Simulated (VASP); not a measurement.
# Au (P6_3/mmc) in VASP: notebook

Au is run at these levels: PBEsol; tasks: single point.

Program: VASP 6.6.1. These are calculated values, not measurements. Logs are shortened: lines on timing, memory, paths and dates and some standing lists are left out, and cuts for length are marked.

## (1) The cell of the first run

The structure is hexagonal, space group P6_3/mmc (No. 194). Conventional cell: a = 2.871 Å, b = 2.871 Å, c = 4.880 Å, α = 90.00°, β = 90.00°, γ = 120.00°. Within 3.8 Å of Au (site symmetry -6m2) lie 12 Au at 2.87 to 2.95 Å.

## (2) Single point, PBEsol (equal xx and yy strain of -1 %)

File INCAR:

```
ALGO     = Normal         # electronic algorithm
EDIFF    = 1E-6           # SCF threshold, eV
ENCUT    = 520            # plane-wave cutoff, eV
GGA      = PS             # functional
ISIF     = 2              # what is computed and relaxed
ISMEAR   = -1             # smearing method
LASPH    = T              # aspherical terms in the spheres
LCHARG   = F              # write CHGCAR
LREAL    = F              # projectors in reciprocal space
LWAVE    = F              # write WAVECAR
NBANDS   = 18             # bands
NELM     = 100            # most SCF steps
PREC     = Accurate       # precision mode
SIGMA    = 0.03           # smearing width, eV
```

File KPOINTS:

```
k-points
0
Gamma
  14 14 8
```

File POSCAR:

```
Au
1.0
    2.8709984263      0.0000000000      0.0000000000
   -1.4354992132      2.4863575715      0.0000000000
    0.0000000000      0.0000000000      4.8800000000
Au
2
Direct
    0.3333333333      0.6666666667      0.7500000000
    0.6666666667      0.3333333333      0.2500000000
```

Potentials or basis: VASP PAW PBE potentials, release 64 (Au).

Command:

```
$ cat potpaw_PBE.64/Au/POTCAR > POTCAR
$ mpirun -np 1 vasp_std > vasp.out
```

OUTCAR:

```text
EDIFF = 1E-6
   ENCUT = 520
   GGA = PS
   ISIF = 2
   ISMEAR = -1
   LASPH = T
   LREAL = F
   NELM = 100
   PREC = Accurate

 ion  position               nearest neighbor table
   1  0.333  0.667  0.750-   2 2.95   2 2.95   2 2.95   2 2.95   2 2.95   2 2.95
   2  0.667  0.333  0.250-   1 2.95   1 2.95   1 2.95   1 2.95   1 2.95   1 2.95

  LATTYP: Found a hexagonal cell.
 ALAT       =     2.8709984263
 C/A-ratio  =     1.6997571142

  Lattice vectors:

 A1 = (   2.8709984263,   0.0000000000,   0.0000000000)
 A2 = (  -1.4354992132,   2.4863575715,   0.0000000000)
 A3 = (   0.0000000000,   0.0000000000,   4.8800000000)

Analysis of symmetry for initial positions (statically):
=====================================================================
 Subroutine PRICEL returns:
 Original cell was already a primitive cell.

 Routine SETGRP: Setting up the symmetry group for a
 hexagonal supercell.

 Subroutine GETGRP returns: Found 24 space group operations
 (whereof 12 operations were pure point group operations)
 out of a pool of 24 trial point group operations.

The static configuration has the point symmetry D_3d.
 The point group associated with its full space group is D_6h.

Analysis of symmetry for dynamics (positions and initial velocities):
=====================================================================
 Subroutine PRICEL returns:
 Original cell was already a primitive cell.

 Routine SETGRP: Setting up the symmetry group for a
 hexagonal supercell.

 Subroutine GETGRP returns: Found 24 space group operations
 (whereof 12 operations were pure point group operations)
 out of a pool of 24 trial point group operations.

The dynamic configuration has the point symmetry D_3d.
 The point group associated with its full space group is D_6h.

 Subroutine INISYM returns: Found 24 space group operations
 (whereof 12 operations are pure point group operations),
 and found     1 'primitive' translations

----------------------------------------------------------------------------------------

                                     Primitive cell

  volume of cell :      34.8350

  direct lattice vectors                    reciprocal lattice vectors
     2.870998426  0.000000000  0.000000000     0.348310884  0.201097383  0.000000000
    -1.435499213  2.486357572  0.000000000     0.000000000  0.402194765  0.000000000
[... 75 lines left out ...]
 SYSTEM =  unknown system
   PREC   = accura    normal or accurate (medium, high low for compatibility)
   ISTART =      0    job   : 0-new  1-cont  2-samecut
   ICHARG =      2    charge: 1-file 2-atom 10-const
   ISPIN  =      1    spin polarized calculation?
   LNONCOLLINEAR =      F non collinear calculations
   LSORBIT =      F    spin-orbit coupling
   LASPH  =      T    aspherical Exc in radial PAW
   ENCUT  =  520.0 eV  38.22 Ry    6.18 a.u.   5.34  5.34  9.07*2*pi/ulx,y,z
   NELM   =    100;   NELMIN=  2; NELMDL= -5     # of ELM steps
   EDIFF  = 0.1E-05   stopping-criterion for ELM
   LREAL  =      F    real-space projection
   EDIFFG = 0.1E-04   stopping-criterion for IOM
   NSW    =      0    number of steps for IOM
   IBRION =     -1    ionic relax: 0-MD 1-quasi-New 2-CG
   NFREE  =      0    steps in history (QN), initial steepest desc. (CG)
   ISIF   =      2    stress and relaxation
   ISYM   =      2    0-nonsym 1-usesym 2-fastsym
   POTIM  = 0.5000    time-step for ionic-motion
   TEBEG  =    0.0;   TEEND  =   0.0 temperature during run
   PSTRESS=    0.0 pullay stress
   NELECT =      22.0000    total number of electrons
   NUPDOWN=      -1.0000    fix difference up-down
   EMIN   =  10.00;   EMAX   =-10.00  energy-range for DOS
   EFERMI =   0.00;   METHOD = LEGACY
   ISMEAR =    -1;   SIGMA  =   0.03  broadening in eV -4-tet -1-fermi 0-gaus
   EFERMI_NEDOS =   21; number of points for ismear=-14 and -15
   IALGO  =     38    algorithm
   IMIX   =      4    mixing-type and parameters
     AMIX     =   0.40;   BMIX     =  1.00
     AMIX_MAG =   1.60;   BMIX_MAG =  1.00
  volume/ion in A,a.u.               =      17.42       117.54
  Fermi-wavevector in a.u.,A,eV,Ry     =   1.404571  2.654254 26.841830  1.972819
  Thomas-Fermi vector in A             =   2.527119
   LORBIT       =      0    0 simple, 1 ext, 2 COOP (PROOUT), +10 PAW based schemes
   GGA     = PS    functional components
   LHFCALC =     F    Hartree Fock is set to
   AEXX    =    0.0000 exact exchange contribution
   IVDW    =     0    specifies the selected vdW correction
   LEPSILON=     F    determine dielectric tensor
   LRPA    =     F    only Hartree local field effects (RPA)
 non-spin polarized calculation
  energy-cutoff  :      520.00
  volume of cell :       34.84
 maximum number of plane-waves:       967
 NGX is ok and might be reduce to    24
   NGX = 11   NGY = 11   NGZ = 19

 number of electron      22.0000001 magnetization

 Free energy of the ion-electron system (eV)
  ---------------------------------------------------
  ext. energy  EPLUGINS =         0.00000000
  ---------------------------------------------------
  free energy    TOTEN  =        -7.81309607 eV

  energy without entropy =       -7.80908002  energy(sigma->0) =       -7.81108804

 E-fermi :   8.9051     XC(G=0): -12.7548

 val. band max:        8.9036939888   @ k =   0.5000   0.0000   0.2500
 cond. band min:       8.9158005737   @ k =   0.2143   0.0714   0.2500
 fundamental gap:      0.0121065849
 Fermi energy:         8.9050736358

 k-point     1 :       0.0000    0.0000    0.0000
  band No.  band energies     occupation
      1      -0.7759      2.00000
      2       1.6487      2.00000
      3       4.1123      2.00000
      4       4.4443      2.00000
      5       4.4443      2.00000
      6       4.7319      2.00000
[... 481 lines left out ...]
      5       4.2662      2.00000
      6       4.3833      2.00000
[... 10 lines left out ...]
     17      19.8423      0.00000
     18      20.0366      0.00000

 [... further k-points ...]
[... 5 lines left out ...]
  --------------------------------------------------------------------------------------
  -------------------------------------------------------------------------------------
  Total       -0.7571033     -0.7571033     -0.9110266      0.0000000      0.0000000      0.0000000
  in kB      -34.8216513    -34.8216513    -41.9010874      0.0000000      0.0000000      0.0000000
  external PRESSURE =     -37.1814633 kB  Pullay stress =       0.0000000 kB

 VOLUME and BASIS-vectors are now :
 -----------------------------------------------------------------------------
  energy-cutoff  :      520.00
  volume of cell :       34.84
      direct lattice vectors                 reciprocal lattice vectors
     2.870998426  0.000000000  0.000000000     0.348310884  0.201097383  0.000000000
    -1.435499213  2.486357572  0.000000000     0.000000000  0.402194765  0.000000000
     0.000000000  0.000000000  4.880000000     0.000000000  0.000000000  0.204918033

 POSITION                                       TOTAL-FORCE (eV/Angst)
 -----------------------------------------------------------------------------------
     -0.00000      1.65757      3.66000        -0.000000      0.000000      0.000000
      1.43550      0.82879      1.22000         0.000000     -0.000000      0.000000
 -----------------------------------------------------------------------------------
    total drift:                                0.000000     -0.000000      0.000000

  FREE ENERGIE OF THE ION-ELECTRON SYSTEM (eV)
  ---------------------------------------------------
  free  energy   TOTEN  =        -7.8130960659 eV

  energy  without entropy=       -7.8090800176  energy(sigma->0) =       -7.81108804
```

stdout:

```text
POSCAR found type information on POSCAR Au
 POSCAR found :  1 types and       2 ions
 scaLAPACK will be used
 -----------------------------------------------------------------------------
|                                                                             |
|                                                                             |
|     You enforced a specific xc type in the INCAR file but a different       |
|     I HOPE YOU KNOW WHAT YOU ARE DOING!                                     |
|                                                                             |
 -----------------------------------------------------------------------------

 LDA part: xc-table for (Slater+PW92), standard interpolation
 POSCAR, INCAR and KPOINTS ok, starting setup
 FFT: planning ... GRIDC
 FFT: planning ... GRID_SOFT
 FFT: planning ... GRID
 WAVECAR not read
 entering main loop
```

Run time: 18 s. Hardware: 1 thread of Intel Xeon 6975P-C (Granite Rapids), shared host; peak memory 0.2 GiB.

Results:

* Free energy: -7.8131 eV
* Pressure: -3.7 GPa
* Band gap on the k mesh: zero (band 11 reaches 12.76 eV, above the bottom of band 12 at 6.32 eV)

Levels at points of the mesh, in eV from the Fermi level:
| k point | band 9 | band 10 | band 11 | band 12 | band 13 | band 14 |
| --- | --- | --- | --- | --- | --- | --- |
| (0.00, 0.00, 0.00) | -3.41 | -2.14 | -2.14 | -1.18 | 2.42 | 14.64 |
| (0.50, 0.00, 0.00) | -1.80 | -1.63 | 0.39 | 1.58 | 5.59 | 7.12 |
| (0.00, 0.00, 0.50) | -2.58 | -2.58 | -2.58 | -2.58 | 10.19 | 10.19 |
| (0.50, 0.00, 0.50) | -1.70 | -1.70 | 0.47 | 0.47 | 3.88 | 3.88 |

Caveat: the cell differs from its parent crystal (equal xx and yy strain of -1 %); the PAW data sets were made with another functional, which shifts forces and pressure a little; spin-orbit coupling is left out, which moves the levels of the heavy elements.

## (3) Single point, PBEsol (zz strain of -1 %)

File INCAR:

```
SYSTEM = Au
ALGO = Normal ; EDIFF = 1E-6
ENCUT = 520 ; GGA = PS
ISIF = 2 ; ISMEAR = -1
LASPH = .True. ; LCHARG = .True.
LELF = .True. ; LREAL = .False.
LVHAR = .True. ; LWAVE = .False.
NBANDS = 18 ; NELM = 60
PREC = Accurate ; SIGMA = 0.03
```

File KPOINTS:

```
k-points
0
Gamma
  14 14 8
  0 0 0
```

File POSCAR:

```
Au
1.0
    2.8999984104      0.0000000000      0.0000000000
   -1.4499992052      2.5114722944      0.0000000000
    0.0000000000      0.0000000000      4.8312000000
Au
2
Direct
    0.3333333333      0.6666666667      0.7500000000
    0.6666666667      0.3333333333      0.2500000000
```

Potentials or basis: VASP PAW PBE potentials, release 64 (Au).

Command:

```
$ cat potpaw_PBE.64/Au/POTCAR > POTCAR
$ mpirun -np 1 vasp_std > vasp.out
```

OUTCAR:

```text
SYSTEM = Au
   EDIFF = 1E-6
   ENCUT = 520
   GGA = PS
   ISIF = 2
   ISMEAR = -1
   LASPH = .True.
   LREAL = .False.
   NELM = 60
   PREC = Accurate

 ion  position               nearest neighbor table
   1  0.333  0.667  0.750-   2 2.94   2 2.94   2 2.94   2 2.94   2 2.94   2 2.94
   2  0.667  0.333  0.250-   1 2.94   1 2.94   1 2.94   1 2.94   1 2.94   1 2.94

  LATTYP: Found a hexagonal cell.
 ALAT       =     2.8999984104
 C/A-ratio  =     1.6659319476

  Lattice vectors:

 A1 = (   2.8999984104,   0.0000000000,   0.0000000000)
 A2 = (  -1.4499992052,   2.5114722944,   0.0000000000)
 A3 = (   0.0000000000,   0.0000000000,   4.8312000000)

Analysis of symmetry for initial positions (statically):
=====================================================================
 Subroutine PRICEL returns:
 Original cell was already a primitive cell.

 Routine SETGRP: Setting up the symmetry group for a
 hexagonal supercell.

 Subroutine GETGRP returns: Found 24 space group operations
 (whereof 12 operations were pure point group operations)
 out of a pool of 24 trial point group operations.

[... 156 lines left out ...]
 Free energy of the ion-electron system (eV)
  ---------------------------------------------------
  ext. energy  EPLUGINS =         0.00000000
  ---------------------------------------------------
  free energy    TOTEN  =        -7.80472184 eV

  energy without entropy =       -7.80134249  energy(sigma->0) =       -7.80303216

 E-fermi :   8.7078     XC(G=0): -12.6964

 val. band max:        8.6965989730   @ k =   0.5000  -0.0000   0.3750
 cond. band min:       8.7164432620   @ k =   0.4286   0.0714   0.1250
 fundamental gap:      0.0198442890
 Fermi energy:         8.7078406972

 k-point     1 :       0.0000    0.0000    0.0000
  band No.  band energies     occupation
      1      -0.8327      2.00000
      2       1.6450      2.00000
      3       4.1165      2.00000
      4       4.3485      2.00000
      5       4.3485      2.00000
      6       4.6545      2.00000
[... 481 lines left out ...]
      5       4.1514      2.00000
      6       4.2856      2.00000
[... 10 lines left out ...]
     17      19.6199      0.00000
     18      19.8618      0.00000

 [... further k-points ...]
[... 5 lines left out ...]
  --------------------------------------------------------------------------------------
  -------------------------------------------------------------------------------------
  Total       -1.1691214     -1.1691214     -1.1614654      0.0000000      0.0000000      0.0000000
  in kB      -53.2339893    -53.2339893    -52.8853893      0.0000000      0.0000000      0.0000000
  external PRESSURE =     -53.1177893 kB  Pullay stress =       0.0000000 kB

 VOLUME and BASIS-vectors are now :
 -----------------------------------------------------------------------------
  energy-cutoff  :      520.00
  volume of cell :       35.19
      direct lattice vectors                 reciprocal lattice vectors
     2.899998410  0.000000000  0.000000000     0.344827775  0.199086409  0.000000000
    -1.449999205  2.511472294  0.000000000     0.000000000  0.398172818  0.000000000
     0.000000000  0.000000000  4.831200000     0.000000000  0.000000000  0.206987912

 POSITION                                       TOTAL-FORCE (eV/Angst)
 -----------------------------------------------------------------------------------
     -0.00000      1.67431      3.62340        -0.000000      0.000000      0.000000
      1.45000      0.83716      1.20780         0.000000     -0.000000      0.000000
 -----------------------------------------------------------------------------------
    total drift:                               -0.000000      0.000000     -0.000000

  FREE ENERGIE OF THE ION-ELECTRON SYSTEM (eV)
  ---------------------------------------------------
  free  energy   TOTEN  =        -7.8047218385 eV

  energy  without entropy=       -7.8013424889  energy(sigma->0) =       -7.80303216
```

OSZICAR:

```text
N       E                     dE             d eps       ncg     rms          rms(c)
DAV:   1     0.120138353841E+03    0.12014E+03   -0.11688E+04  4320   0.118E+03
DAV:   2    -0.643796638962E+01   -0.12658E+03   -0.12075E+03  4590   0.259E+02
DAV:   3    -0.847850482397E+01   -0.20405E+01   -0.20285E+01  5120   0.331E+01
DAV:   4    -0.848722512508E+01   -0.87203E-02   -0.87191E-02  4764   0.227E+00
DAV:   5    -0.848730370196E+01   -0.78577E-04   -0.78577E-04  4840   0.231E-01    0.123E+01
DAV:   6    -0.784918017969E+01    0.63812E+00   -0.12253E+00  4442   0.101E+01    0.775E+00
DAV:   7    -0.780999995792E+01    0.39180E-01   -0.10016E-01  4830   0.283E+00    0.354E+00
DAV:   8    -0.780476222297E+01    0.52377E-02   -0.82604E-03  4520   0.763E-01    0.432E-01
DAV:   9    -0.780471361960E+01    0.48603E-04   -0.73741E-05  4806   0.773E-02    0.237E-02
DAV:  10    -0.780472181947E+01   -0.81999E-05   -0.28937E-06  4830   0.156E-02    0.671E-03
DAV:  11    -0.780472183848E+01   -0.19009E-07   -0.19841E-07  2330   0.355E-03
   1 F= -.78047218E+01 E0= -.78030322E+01  d E =-.337935E-02
```

stdout:

```text
POSCAR found type information on POSCAR Au
 POSCAR found :  1 types and       2 ions
 scaLAPACK will be used
 -----------------------------------------------------------------------------
|                                                                             |
|                                                                             |
|     You enforced a specific xc type in the INCAR file but a different       |
|     I HOPE YOU KNOW WHAT YOU ARE DOING!                                     |
|                                                                             |
 -----------------------------------------------------------------------------

 LDA part: xc-table for (Slater+PW92), standard interpolation
 POSCAR, INCAR and KPOINTS ok, starting setup
 FFT: planning ... GRIDC
 FFT: planning ... GRID_SOFT
 FFT: planning ... GRID
 WAVECAR not read
 entering main loop
```

Wall time 19 s (1 thread of Intel Xeon 6975P-C (Granite Rapids), shared host); peak memory 0.19 GiB.

Results:

```yaml
Free_energy: -7.8047 eV
Pressure: -5.3 GPa
Band_gap_on_the_k_mesh: zero (band 11 reaches 12.49 eV, above the bottom of band 12 at 6.17 eV)
```

Caveat: the cell differs from its parent crystal (zz strain of -1 %); the PAW data sets were made with another functional, which shifts forces and pressure a little; spin-orbit coupling is left out, which moves the levels of the heavy elements.
